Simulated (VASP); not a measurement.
# Te2Mo in VASP: a series of runs, part 2 of 2

VASP 6.6.1.

## Step 5: Single point, r2SCAN

This run uses another cell than the first one.

The input, POSCAR:

```
Te2Mo
1.0
    3.5838112019      0.0000000000      0.0000000000
   -1.7919056009      3.1036715432      0.0000000000
    0.0000000000      0.0000000000     17.6401145653
Te Mo
2 1
Direct
    0.3333333333      0.6666666667      0.1021445500
    0.3333333333      0.6666666667      0.8978554500
    0.0000000000      0.0000000000      0.0000000000
```

The input, INCAR.step1:

```
SYSTEM = Te2Mo
PREC = Accurate
ENCUT = 520
ISMEAR = -1
SIGMA = 0.05
LREAL = .False.
LASPH = .True.
NELM = 60
NBANDS = 20
GGA = PE
ALGO = Normal
EDIFF = 1E-4
LWAVE = .True.
LCHARG = .False.
```

The input, INCAR.step2:

```
SYSTEM = Te2Mo
PREC = Accurate
ENCUT = 520
EDIFF = 1E-6
ISMEAR = -1
SIGMA = 0.05
LREAL = .False.
LASPH = .True.
NELM = 60
ALGO = Normal
ISIF = 2
LWAVE = .False.
LCHARG = .True.
METAGGA = R2SCAN
LMIXTAU = .True.
LELF = .True.
LVHAR = .True.
NBANDS = 20
ISTART = 1
```

The input, KPOINTS:

```
Automatic mesh
0
Gamma
  9 9 2
  0 0 0
```

Potentials or basis: VASP PAW PBE potentials, release 64 (Te, Mo_sv).

Run with:

```bash
$ cat potpaw_PBE.64/Te/POTCAR potpaw_PBE.64/Mo_sv/POTCAR > POTCAR
$ cp INCAR.step1 INCAR
$ mpirun -np 1 vasp_std > vasp.out
$ cp INCAR.step2 INCAR
$ mpirun -np 1 vasp_std > vasp.out
```

OUTCAR:

```text
SYSTEM = Te2Mo
   PREC = Accurate
   ENCUT = 520
   EDIFF = 1E-6
   ISMEAR = -1
   LREAL = .False.
   LASPH = .True.
   NELM = 60
   ISIF = 2
   METAGGA = R2SCAN
   ISTART = 1

 ion  position               nearest neighbor table
   1  0.333  0.667  0.102-   3 2.74   3 2.74   3 2.74   2 3.60
   2  0.333  0.667  0.898-   3 2.74   3 2.74   3 2.74   1 3.60
   3  0.000  0.000  0.000-   1 2.74   2 2.74   1 2.74   2 2.74   1 2.74   2 2.74

  LATTYP: Found a hexagonal cell.
 ALAT       =     3.5838112019
 C/A-ratio  =     4.9221662558

  Lattice vectors:

 A1 = (   3.5838112019,   0.0000000000,   0.0000000000)
 A2 = (  -1.7919056009,   3.1036715432,   0.0000000000)
 A3 = (   0.0000000000,   0.0000000000,  17.6401145653)

Analysis of symmetry for initial positions (statically):
=====================================================================
 Subroutine PRICEL returns:
 Original cell was already a primitive cell.

 Routine SETGRP: Setting up the symmetry group for a
 hexagonal supercell.
[... 163 lines left out ...]
  ---------------------------------------------------
  free energy    TOTEN  =       -77.76338242 eV

  energy without entropy =      -77.76338125  energy(sigma->0) =      -77.76338183

 E-fermi :   0.4429     XC(G=0):  -4.7265

 val. band max:       -0.1048978802   @ k =   0.3333   0.3333   0.0000
 cond. band min:       0.9877969579   @ k =   0.3333   0.3333   0.5000
 fundamental gap:      1.0926948381
 Fermi energy:         0.4428673573

 k-point     1 :       0.0000    0.0000    0.0000
  band No.  band energies     occupation
      1     -62.7836      2.00000
      2     -36.1873      2.00000
      3     -36.1098      2.00000
      4     -36.1098      2.00000
      5     -13.1087      2.00000
      6     -12.0906      2.00000
[... 541 lines left out ...]
     19       5.4272      0.00000
     20       7.7457      0.00000

------------------------ aborting loop because EDIFF is reached ----------------------------------------

  FORCE on cell =-STRESS in cart. coord.  units (eV):
  Direction    XX          YY          ZZ          XY          YZ          ZX
  --------------------------------------------------------------------------------------
  -------------------------------------------------------------------------------------
  Total       -0.7820596     -0.7820596     -0.9535535     -0.0000000      0.0000000      0.0000000
  in kB       -6.3859891     -6.3859891     -7.7863403     -0.0000000      0.0000000      0.0000000
  external PRESSURE =      -6.8527728 kB  Pullay stress =       0.0000000 kB

 VOLUME and BASIS-vectors are now :
 -----------------------------------------------------------------------------
  energy-cutoff  :      520.00
  volume of cell :      196.21
      direct lattice vectors                 reciprocal lattice vectors
     3.583811202  0.000000000  0.000000000     0.279032556  0.161099521  0.000000000
    -1.791905601  3.103671543  0.000000000     0.000000000  0.322199043  0.000000000
     0.000000000  0.000000000 17.640114565     0.000000000  0.000000000  0.056688974

 POSITION                                       TOTAL-FORCE (eV/Angst)
 -----------------------------------------------------------------------------------
     -0.00000      2.06911      1.80184        -0.000000     -0.000000     -0.261181
     -0.00000      2.06911     15.83827         0.000000      0.000000      0.261181
      0.00000      0.00000      0.00000         0.000000     -0.000000     -0.000000
 -----------------------------------------------------------------------------------
    total drift:                                0.000002     -0.000001     -0.000000

  FREE ENERGIE OF THE ION-ELECTRON SYSTEM (eV)
  ---------------------------------------------------
  free  energy   TOTEN  =       -77.7633824194 eV

  energy  without entropy=      -77.7633812495  energy(sigma->0) =      -77.76338183
```

It took 12 min on 1 thread of Intel Xeon 8259CL, shared host; peak memory 0.42 GiB.

What came out:

| Quantity | Value |
| --- | --- |
| Free energy | -77.7634 eV |
| Largest force | 0.261 eV/Å |
| Band gap on the k mesh | 1.09 eV |

Forces in eV/Å, atoms in the order of the input:
```
Te   0.000  0.000 -0.261
Te   0.000  0.000  0.261
Mo   0.000  0.000  0.000
```

Levels at points of the mesh, in eV from the valence-band top:
```
           k point  band 9  band 10  band 11  band 12  band 13  band 14  band 15  band 16  band 17  band 18
(0.00, 0.00, 0.00)   -1.80    -1.74    -1.01    -1.01    -0.39     3.07     3.07     3.36     3.36     4.72
(0.00, 0.00, 0.50)   -1.80    -1.74    -1.01    -1.01    -0.39     3.07     3.07     3.36     3.36     4.89
```

Caveat: the PAW data sets were made with another functional, which shifts forces and pressure a little; spin-orbit coupling is left out, which moves the levels of the heavy elements.

## Step 6: Single point, r2SCAN

This run uses another cell than the first one.

The input, POSCAR:

```
Te2Mo
1.0
    3.6070833553      0.0000000000      0.0000000000
   -1.8035416776      3.1238258192      0.0000000000
    0.0000000000      0.0000000000     17.7546639734
Te Mo
2 1
Direct
    0.3333333333      0.6666666667      0.1021445500
    0.3333333333      0.6666666667      0.8978554500
    0.0000000000      0.0000000000      0.0000000000
```

The input, INCAR.step1:

```
ALGO = Normal
EDIFF = 1E-4
ENCUT = 520
GGA = PE
ISMEAR = -1
LASPH = T
LCHARG = F
LREAL = F
LWAVE = T
NBANDS = 20
NELM = 60
PREC = Accurate
SIGMA = 0.05
```

The input, INCAR.step2:

```
ALGO = Normal
EDIFF = 1E-6
ENCUT = 520
ISIF = 2
ISMEAR = -1
ISTART = 1
LASPH = T
LCHARG = T
LELF = T
LMIXTAU = T
LREAL = F
LVHAR = T
LWAVE = F
METAGGA = R2SCAN
NBANDS = 20
NELM = 60
PREC = Accurate
SIGMA = 0.05
```

The input, KPOINTS:

```
k-points
0
Gamma
  9 9 2
```

Potentials or basis: VASP PAW PBE potentials, release 64 (Te, Mo_sv).

Run with:

```bash
$ cat potpaw_PBE.64/Te/POTCAR potpaw_PBE.64/Mo_sv/POTCAR > POTCAR
$ cp INCAR.step1 INCAR
$ mpirun -np 1 vasp_std > vasp.out
$ cp INCAR.step2 INCAR
$ mpirun -np 1 vasp_std > vasp.out
```

OUTCAR:

```text
EDIFF = 1E-6
   ENCUT = 520
   ISIF = 2
   ISMEAR = -1
   ISTART = 1
   LASPH = T
   LREAL = F
   METAGGA = R2SCAN
   NELM = 60
   PREC = Accurate

 ion  position               nearest neighbor table
   1  0.333  0.667  0.102-   3 2.76   3 2.76   3 2.76   2 3.63
   2  0.333  0.667  0.898-   3 2.76   3 2.76   3 2.76   1 3.63
   3  0.000  0.000  0.000-   1 2.76   2 2.76   1 2.76   2 2.76   1 2.76   2 2.76

  LATTYP: Found a hexagonal cell.
[... 744 lines left out ...]

  FORCE on cell =-STRESS in cart. coord.  units (eV):
  Direction    XX          YY          ZZ          XY          YZ          ZX
  --------------------------------------------------------------------------------------
  -------------------------------------------------------------------------------------
  Total       -1.5635338     -1.5635338     -1.8974872     -0.0000000      0.0000000      0.0000000
  in kB      -12.5216749    -12.5216749    -15.1961648     -0.0000000      0.0000000      0.0000000
  external PRESSURE =     -13.4131715 kB  Pullay stress =       0.0000000 kB

 VOLUME and BASIS-vectors are now :
 -----------------------------------------------------------------------------
  energy-cutoff  :      520.00
  volume of cell :      200.06
      direct lattice vectors                 reciprocal lattice vectors
     3.607083355  0.000000000  0.000000000     0.277232296  0.160060141  0.000000000
    -1.803541678  3.123825819  0.000000000     0.000000000  0.320120281  0.000000000
     0.000000000  0.000000000 17.754663973     0.000000000  0.000000000  0.056323229

 POSITION                                       TOTAL-FORCE (eV/Angst)
 -----------------------------------------------------------------------------------
     -0.00000      2.08255      1.81354        -0.000000     -0.000000     -0.518892
     -0.00000      2.08255     15.94112         0.000000     -0.000000      0.518892
      0.00000      0.00000      0.00000        -0.000000      0.000000      0.000000
 -----------------------------------------------------------------------------------
    total drift:                               -0.000000      0.000000     -0.000000

  FREE ENERGIE OF THE ION-ELECTRON SYSTEM (eV)
  ---------------------------------------------------
  free  energy   TOTEN  =       -77.7390392372 eV

  energy  without entropy=      -77.7390376566  energy(sigma->0) =      -77.73903845
```

OUTCAR.step1:

```text
EDIFF = 1E-4
   ENCUT = 520
   GGA = PE
   ISMEAR = -1
   LASPH = T
[... 774 lines left out ...]
     -0.00000      2.08255      1.81354         0.000000     -0.000000     -0.295699
     -0.00000      2.08255     15.94112         0.000000     -0.000000      0.295699
      0.00000      0.00000      0.00000        -0.000000      0.000000      0.000000
 -----------------------------------------------------------------------------------
    total drift:                                0.000000     -0.000000     -0.000000

  FREE ENERGIE OF THE ION-ELECTRON SYSTEM (eV)
  ---------------------------------------------------
  free  energy   TOTEN  =       -18.0025956375 eV

  energy  without entropy=      -18.0025924735  energy(sigma->0) =      -18.00259406
```

Wall time 9.8 min (1 thread of Intel Xeon 8259CL, shared host); peak memory 0.41 GiB.

What came out:

```
Free energy            : -77.7390 eV
Largest force          : 0.519 eV/Å
Band gap on the k mesh : 1.06 eV
```

Forces on the atoms (eV/Å):
```
Te   0.000  0.000 -0.519
Te   0.000  0.000  0.519
Mo   0.000  0.000  0.000
```

Caveat: the PAW data sets were made with another functional, which shifts forces and pressure a little; spin-orbit coupling is left out, which moves the levels of the heavy elements.

## Step 7: Overview

```tsv
cell	gap on the mesh (eV)	largest force (eV/Å)
a = 3.512, b = 3.512, c = 17.287 Å, angles 90.0, 90.0, 120.0°, 3 atoms	1.20	0.65
a = 3.536, b = 3.536, c = 17.406 Å, angles 90.0, 90.0, 120.0°, 3 atoms	1.16	0.32
a = 3.560, b = 3.560, c = 17.524 Å, angles 90.0, 90.0, 120.0°, 3 atoms	1.13	0.02
a = 3.584, b = 3.584, c = 17.640 Å, angles 90.0, 90.0, 120.0°, 3 atoms	1.09	0.26
a = 3.607, b = 3.607, c = 17.755 Å, angles 90.0, 90.0, 120.0°, 3 atoms	1.06	0.52
```

Alike in all rows: task single point; level r2SCAN; potentials or basis VASP PAW PBE potentials, release 64 (Te, Mo_sv); no spin polarisation; k mesh 9 × 9 × 2; cutoff (eV) 520; smearing fermi-dirac 0.05 eV.

Caveats: the PAW data sets were made with another functional, which shifts forces and pressure a little; spin-orbit coupling is left out, which moves the levels of the heavy elements.

Total energies depend on the potentials used, so only differences within one code and one set of settings carry meaning.
